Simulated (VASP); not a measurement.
# K (P6/mmm) in VASP: a series of runs

The runs below take K through single point, with r2SCAN.

All numbers are computed with VASP 6.6.1; they aren't measurements. Logs are shortened: lines on timing, memory, paths and dates and some standing lists are left out, and cuts for length are marked.

### 1 The cell of the first run

Symmetry: P6/mmm, No. 191, hexagonal system. The conventional cell has a = 7.651 Å, b = 7.651 Å, c = 4.547 Å, α = 90.00°, β = 90.00°, γ = 120.00°. Within 5.8 Å of K (site symmetry -6m2) lie 11 K at 4.42 to 4.97 Å.

This isn't the form of K at room conditions, which is bcc.

### 2 Single point, r2SCAN (76.84 Å³/atom)

File POSCAR:

```
K
1.0
    7.6509189710      0.0000000000      0.0000000000
   -3.8254594855      6.6258901912      0.0000000000
    0.0000000000      0.0000000000      4.5474269295
K
3
Direct
    1.0000000000      1.0000000000      1.0000000000
    0.3333333333      0.6666666667      0.5000000000
    0.6666666667      0.3333333333      0.5000000000
```

File INCAR.step1:

```
SYSTEM = K
PREC = Accurate
ENCUT = 550
ISMEAR = -1
SIGMA = 0.1
LREAL = .False.
LASPH = .True.
NELM = 120
NBANDS = 20
GGA = PE
ALGO = Normal
EDIFF = 1E-5
LWAVE = .True.
LCHARG = .False.
GGA_COMPAT = .False.
```

File INCAR.step2:

```
SYSTEM = K
PREC = Accurate
ENCUT = 550
EDIFF = 1E-6
ISMEAR = -1
SIGMA = 0.1
LREAL = .False.
LASPH = .True.
NELM = 120
ALGO = Normal
ISIF = 2
LWAVE = .False.
LCHARG = .False.
METAGGA = R2SCAN
LMIXTAU = .True.
NBANDS = 20
ISTART = 1
GGA_COMPAT = .False.
```

File KPOINTS:

```
Automatic mesh
0
Gamma
  6 6 8
  0 0 0
```

Potentials or basis: VASP PAW PBE potentials, release 64 (K_sv).

Started as:

```
$ cat potpaw_PBE.64/K_sv/POTCAR > POTCAR
$ cp INCAR.step1 INCAR
$ mpirun -np 1 vasp_std > vasp.out
$ cp INCAR.step2 INCAR
$ mpirun -np 1 vasp_std > vasp.out
```

OUTCAR:

```text
SYSTEM = K
   PREC = Accurate
   ENCUT = 550
   EDIFF = 1E-6
   ISMEAR = -1
   LREAL = .False.
   LASPH = .True.
   NELM = 120
   ISIF = 2
   METAGGA = R2SCAN
   ISTART = 1

 ion  position               nearest neighbor table
   1  0.000  0.000  0.000-
   2  0.333  0.667  0.500-
   3  0.667  0.333  0.500-

  LATTYP: Found a hexagonal cell.
 ALAT       =     7.6509189710
 C/A-ratio  =     0.5943634937

  Lattice vectors:

 A1 = (   7.6509189710,   0.0000000000,   0.0000000000)
 A2 = (  -3.8254594855,   6.6258901912,   0.0000000000)
 A3 = (   0.0000000000,   0.0000000000,   4.5474269295)

Analysis of symmetry for initial positions (statically):
=====================================================================
 Subroutine PRICEL returns:
 Original cell was already a primitive cell.

 Routine SETGRP: Setting up the symmetry group for a
 hexagonal supercell.

 Subroutine GETGRP returns: Found 24 space group operations
 (whereof 24 operations were pure point group operations)
 out of a pool of 24 trial point group operations.

The static configuration has the point symmetry D_6h.

Analysis of symmetry for dynamics (positions and initial velocities):
=====================================================================
 Subroutine PRICEL returns:
 Original cell was already a primitive cell.

 Routine SETGRP: Setting up the symmetry group for a
 hexagonal supercell.

 Subroutine GETGRP returns: Found 24 space group operations
 (whereof 24 operations were pure point group operations)
 out of a pool of 24 trial point group operations.

The dynamic configuration has the point symmetry D_6h.

 Subroutine INISYM returns: Found 24 space group operations
 (whereof 24 operations are pure point group operations),
 and found     1 'primitive' translations

----------------------------------------------------------------------------------------

                                     Primitive cell

  volume of cell :     230.5279

  direct lattice vectors                    reciprocal lattice vectors
     7.650918971  0.000000000  0.000000000     0.130703253  0.075461558  0.000000000
    -3.825459486  6.625890191  0.000000000     0.000000000  0.150923117  0.000000000
     0.000000000  0.000000000  4.547426930     0.000000000  0.000000000  0.219904578

  length of vectors
     7.650918971  7.650918971  4.547426930     0.150923117  0.150923117  0.219904578

  position of ions in fractional coordinates (direct lattice)
     0.000000000  0.000000000  0.000000000
     0.333333333  0.666666667  0.500000000
     0.666666667  0.333333333  0.500000000

  ion indices of the primitive-cell ions
   primitive index   ion index
                 1           1
                 2           2
                 3           3

----------------------------------------------------------------------------------------

 KPOINTS: Automatic mesh

Automatic generation of k-mesh.
 Grid dimensions read from file:
 generate k-points for:    6    6    8

 Generating k-lattice:

  Cartesian coordinates                     Fractional coordinates (reciprocal lattice)
     0.021783876  0.012576926  0.000000000     0.166666667  0.000000000  0.000000000
     0.000000000  0.025153853  0.000000000     0.000000000  0.166666667  0.000000000
     0.000000000  0.000000000  0.027488072     0.000000000  0.000000000  0.125000000

  Length of vectors
     0.025153853  0.025153853  0.027488072

  Shift w.r.t. Gamma in fractional coordinates (k-lattice)
     0.000000000  0.000000000  0.000000000

 Subroutine IBZKPT returns following result:
 ===========================================

 Found     35 irreducible k-points:

 Following reciprocal coordinates:
            Coordinates               Weight
  0.000000  0.000000  0.000000      1.000000
  0.166667 -0.000000  0.000000      6.000000
  0.333333  0.000000  0.000000      6.000000
  0.500000 -0.000000  0.000000      3.000000
  0.166667  0.166667  0.000000      6.000000
  0.333333  0.166667  0.000000     12.000000
[... 16 lines left out ...]
  0.166667 -0.000000  0.375000     12.000000
  0.333333  0.000000  0.375000     12.000000
 [... further k-points ...]
   k-points           NKPTS =     35   k-points in BZ     NKDIM =     35   number of bands    NBANDS=     20
   number of dos      NEDOS =    301   number of ions     NIONS =      3
   total plane-waves  NPLWV = 129600
   dimension x,y,z NGX =    60 NGY =   60 NGZ =   36
   dimension x,y,z NGXF=   120 NGYF=  120 NGZF=   72
   ions per type =               3
   NGX,Y,Z   is equivalent  to a cutoff of  13.04, 13.04, 13.16 a.u.
   NGXF,Y,Z  is equivalent  to a cutoff of  26.07, 26.07, 26.32 a.u.
 SYSTEM =  K
   PREC   = accura    normal or accurate (medium, high low for compatibility)
   ISTART =      1    job   : 0-new  1-cont  2-samecut
   ICHARG =      0    charge: 1-file 2-atom 10-const
   ISPIN  =      1    spin polarized calculation?
   LNONCOLLINEAR =      F non collinear calculations
   LSORBIT =      F    spin-orbit coupling
   LASPH  =      T    aspherical Exc in radial PAW
   ENCUT  =  550.0 eV  40.42 Ry    6.36 a.u.  14.63 14.63  8.70*2*pi/ulx,y,z
   NELM   =    120;   NELMIN=  2; NELMDL=  0     # of ELM steps
   EDIFF  = 0.1E-05   stopping-criterion for ELM
   LREAL  =      F    real-space projection
   EDIFFG = 0.1E-04   stopping-criterion for IOM
   NSW    =      0    number of steps for IOM
   IBRION =     -1    ionic relax: 0-MD 1-quasi-New 2-CG
   NFREE  =      0    steps in history (QN), initial steepest desc. (CG)
   ISIF   =      2    stress and relaxation
   ISYM   =      2    0-nonsym 1-usesym 2-fastsym
   POTIM  = 0.5000    time-step for ionic-motion
   TEBEG  =    0.0;   TEEND  =   0.0 temperature during run
   PSTRESS=    0.0 pullay stress
   NELECT =      27.0000    total number of electrons
   NUPDOWN=      -1.0000    fix difference up-down
   EMIN   =  10.00;   EMAX   =-10.00  energy-range for DOS
   EFERMI =   0.00;   METHOD = LEGACY
   ISMEAR =    -1;   SIGMA  =   0.10  broadening in eV -4-tet -1-fermi 0-gaus
   EFERMI_NEDOS =   21; number of points for ismear=-14 and -15
   IALGO  =     38    algorithm
   IMIX   =      4    mixing-type and parameters
     AMIX     =   0.40;   BMIX     =  1.00
     AMIX_MAG =   1.60;   BMIX_MAG =  1.00
  volume/ion in A,a.u.               =      76.84       518.56
  Fermi-wavevector in a.u.,A,eV,Ry     =   0.800980  1.513632  8.729071  0.641569
  Thomas-Fermi vector in A             =   1.908379
   LORBIT       =      0    0 simple, 1 ext, 2 COOP (PROOUT), +10 PAW based schemes
   METAGGA = R2SCAN    functional components
   LHFCALC =     F    Hartree Fock is set to
   AEXX    =    0.0000 exact exchange contribution
   IVDW    =     0    specifies the selected vdW correction
   LEPSILON=     F    determine dielectric tensor
   LRPA    =     F    only Hartree local field effects (RPA)
 non-spin polarized calculation
  energy-cutoff  :      550.00
  volume of cell :      230.53
 maximum number of plane-waves:      6786
 NGX is ok and might be reduce to    60
   NGX = 29   NGY = 29   NGZ = 17

 number of electron      27.0000000 magnetization

 Free energy of the ion-electron system (eV)
  ---------------------------------------------------
  ext. energy  EPLUGINS =         0.00000000
  ---------------------------------------------------
  free energy    TOTEN  =       -18.04316096 eV

  energy without entropy =      -17.96648178  energy(sigma->0) =      -18.00482137

 E-fermi :  -0.1541     XC(G=0):  -5.7959

 val. band max:       -0.1737660650   @ k =   0.1667   0.1667   0.0000
 cond. band min:      -0.1538426079   @ k =   0.1667   0.1667   0.0000
 fundamental gap:      0.0199234572
 Fermi energy:        -0.1540528710

 k-point     1 :       0.0000    0.0000    0.0000
  band No.  band energies     occupation
      1     -33.8938      2.00000
      2     -33.8894      2.00000
      3     -33.7786      2.00000
      4     -16.6193      2.00000
      5     -16.6193      2.00000
      6     -16.5782      2.00000
[... 12 lines left out ...]
     19       1.8075      0.00000
     20       4.0037      0.00000

 k-point     2 :       0.1667   -0.0000    0.0000
  band No.  band energies     occupation
      1     -33.8936      2.00000
      2     -33.8896      2.00000
      3     -33.7786      2.00000
      4     -16.6209      2.00000
      5     -16.6178      2.00000
      6     -16.5793      2.00000
[... 12 lines left out ...]
     19       2.3870      0.00000
     20       4.0206      0.00000

 k-point     3 :       0.3333    0.0000    0.0000
  band No.  band energies     occupation
      1     -33.8929      2.00000
      2     -33.8903      2.00000
      3     -33.7786      2.00000
      4     -16.6237      2.00000
      5     -16.6129      2.00000
      6     -16.5836      2.00000
[... 12 lines left out ...]
     19       3.1374      0.00000
     20       3.6195      0.00000

 k-point     4 :       0.5000   -0.0000    0.0000
  band No.  band energies     occupation
      1     -33.8923      2.00000
      2     -33.8908      2.00000
      3     -33.7786      2.00000
      4     -16.6250      2.00000
      5     -16.6088      2.00000
      6     -16.5876      2.00000
[... 12 lines left out ...]
     19       3.1950      0.00000
     20       3.3715      0.00000

 k-point     5 :       0.1667    0.1667    0.0000
  band No.  band energies     occupation
      1     -33.8931      2.00000
      2     -33.8901      2.00000
      3     -33.7786      2.00000
      4     -16.6229      2.00000
      5     -16.6144      2.00000
      6     -16.5827      2.00000
[... 12 lines left out ...]
     19       2.9540      0.00000
     20       3.7320      0.00000

 k-point     6 :       0.3333    0.1667    0.0000
  band No.  band energies     occupation
      1     -33.8923      2.00000
      2     -33.8908      2.00000
      3     -33.7786      2.00000
      4     -16.6246      2.00000
      5     -16.6081      2.00000
      6     -16.5895      2.00000
[... 12 lines left out ...]
     19       3.2028      0.00000
     20       3.4245      0.00000

 k-point     7 :       0.3333    0.3333    0.0000
  band No.  band energies     occupation
      1     -33.8916      2.00000
      2     -33.8916      2.00000
      3     -33.7786      2.00000
      4     -16.6249      2.00000
      5     -16.5993      2.00000
      6     -16.5993      2.00000
[... 12 lines left out ...]
     19       3.5366      0.00000
     20       3.5367      0.00000
[... 277 lines left out ...]
 k-point    20 :       0.3333    0.1667    0.2500
  band No.  band energies     occupation
      1     -33.8913      2.00000
      2     -33.8898      2.00000
      3     -33.7776      2.00000
      4     -16.6215      2.00000
      5     -16.6049      2.00000
      6     -16.5937      2.00000
[... 12 lines left out ...]
     19       2.7670      0.00000
     20       3.0933      0.00000

 k-point    21 :       0.3333    0.3333    0.2500
  band No.  band energies     occupation
      1     -33.8906      2.00000
      2     -33.8906      2.00000
      3     -33.7776      2.00000
      4     -16.6225      2.00000
      5     -16.5963      2.00000
      6     -16.5963      2.00000
[... 12 lines left out ...]
     19       2.7854      0.00000
     20       2.7855      0.00000

 k-point    22 :       0.0000    0.0000    0.3750
  band No.  band energies     occupation
      1     -33.8921      2.00000
      2     -33.8877      2.00000
      3     -33.7769      2.00000
      4     -16.6144      2.00000
      5     -16.6144      2.00000
      6     -16.6141      2.00000
[... 12 lines left out ...]
     19       3.1471      0.00000
     20       3.2158      0.00000

 k-point    23 :       0.1667   -0.0000    0.3750
  band No.  band energies     occupation
      1     -33.8918      2.00000
      2     -33.8879      2.00000
      3     -33.7769      2.00000
      4     -16.6154      2.00000
      5     -16.6137      2.00000
      6     -16.6124      2.00000
[... 12 lines left out ...]
     19       2.8182      0.00000
     20       3.0820      0.00000

 k-point    24 :       0.3333    0.0000    0.3750
  band No.  band energies     occupation
      1     -33.8911      2.00000
      2     -33.8886      2.00000
      3     -33.7769      2.00000
      4     -16.6172      2.00000
      5     -16.6123      2.00000
      6     -16.6081      2.00000
[... 12 lines left out ...]
     19       2.2404      0.00000
     20       3.1378      0.00000

 [... further k-points ...]

------------------------ aborting loop because EDIFF is reached ----------------------------------------

  FORCE on cell =-STRESS in cart. coord.  units (eV):
  Direction    XX          YY          ZZ          XY          YZ          ZX
  --------------------------------------------------------------------------------------
  -------------------------------------------------------------------------------------
  Total       -0.0080742     -0.0080742     -0.0002660      0.0000000      0.0000000      0.0000000
  in kB       -0.0561159     -0.0561159     -0.0018487      0.0000000      0.0000000      0.0000000
  external PRESSURE =      -0.0380268 kB  Pullay stress =       0.0000000 kB

 VOLUME and BASIS-vectors are now :
 -----------------------------------------------------------------------------
  energy-cutoff  :      550.00
  volume of cell :      230.53
      direct lattice vectors                 reciprocal lattice vectors
     7.650918971  0.000000000  0.000000000     0.130703253  0.075461558  0.000000000
    -3.825459486  6.625890191  0.000000000     0.000000000  0.150923117  0.000000000
     0.000000000  0.000000000  4.547426930     0.000000000  0.000000000  0.219904578

 POSITION                                       TOTAL-FORCE (eV/Angst)
 -----------------------------------------------------------------------------------
      0.00000      0.00000      0.00000        -0.000000      0.000000      0.000000
     -0.00000      4.41726      2.27371        -0.000000      0.000000      0.000000
      3.82546      2.20863      2.27371         0.000000     -0.000000     -0.000000
 -----------------------------------------------------------------------------------
    total drift:                                0.000000     -0.000000      0.000000

  FREE ENERGIE OF THE ION-ELECTRON SYSTEM (eV)
  ---------------------------------------------------
  free  energy   TOTEN  =       -18.0431609597 eV

  energy  without entropy=      -17.9664817811  energy(sigma->0) =      -18.00482137
```

Wall time 7.2 min (1 thread of Intel Xeon Platinum 8488C (Sapphire Rapids), shared host); peak memory 0.44 GiB.

What came out:

```
Free energy            : -18.0432 eV
Pressure               : 0.0 GPa
Band gap on the k mesh : zero (an odd number of electrons rules out a gap without spin polarisation)
```

Caveat: the PAW data sets were made with another functional, which shifts forces and pressure a little.

### 3 Single point, r2SCAN (79.92 Å³/atom)

This run uses another cell than the first one, of 79.92 Å³/atom.

File POSCAR:

```
K
1.0
    7.7516005034      0.0000000000      0.0000000000
   -3.8758002517      6.7130829559      0.0000000000
    0.0000000000      0.0000000000      4.6072683568
K
3
Direct
    1.0000000000      1.0000000000      1.0000000000
    0.3333333333      0.6666666667      0.5000000000
    0.6666666667      0.3333333333      0.5000000000
```

File INCAR.step1:

```
PREC = Accurate
ENCUT = 550
ISMEAR = -1
SIGMA = 0.1
LREAL = F
LASPH = T
NELM = 120
NBANDS = 20
GGA = PE
ALGO = Normal
EDIFF = 1E-5
LWAVE = T
LCHARG = F
GGA_COMPAT = F
```

File INCAR.step2:

```
PREC = Accurate
ENCUT = 550
EDIFF = 1E-6
ISMEAR = -1
SIGMA = 0.1
LREAL = F
LASPH = T
NELM = 120
ALGO = Normal
ISIF = 2
LWAVE = F
LCHARG = T
METAGGA = R2SCAN
LMIXTAU = T
LELF = T
LVHAR = T
NBANDS = 20
ISTART = 1
GGA_COMPAT = F
```

File KPOINTS:

```
Automatic mesh
0
Gamma
  6 6 8
```

Potentials or basis: VASP PAW PBE potentials, release 64 (K_sv).

Started as:

```
$ cat potpaw_PBE.64/K_sv/POTCAR > POTCAR
$ cp INCAR.step1 INCAR
$ mpirun -np 1 vasp_std > vasp.out
$ cp INCAR.step2 INCAR
$ mpirun -np 1 vasp_std > vasp.out
```

Run time: 7.1 min. Hardware: 1 thread of Intel Xeon Platinum 8488C (Sapphire Rapids), shared host; peak memory 0.44 GiB.

Results (log left out):

```yaml
Free_energy: -18.0405 eV
Pressure: -0.1 GPa
Band_gap_on_the_k_mesh: zero (an odd number of electrons rules out a gap without spin polarisation)
```

Levels at points of the mesh, in eV from the Fermi level:
```csv
k point,band 11,band 12,band 13,band 14,band 15,band 16
"(0.00, 0.00, 0.00)",-16.35,-16.34,-2.19,1.13,1.13,1.15
"(0.50, 0.00, 0.00)",-16.35,-16.34,-1.21,-1.20,0.53,0.54
"(0.00, 0.00, 0.50)",-16.35,-16.35,-0.20,-0.17,1.94,1.94
"(0.50, 0.00, 0.50)",-16.35,-16.35,0.57,0.61,0.67,0.67
```

Caveat: the PAW data sets were made with another functional, which shifts forces and pressure a little.

(Part 1 of 2 ends here.)

The gap in the log of VASP goes by the Fermi energy; the results here count the filled bands.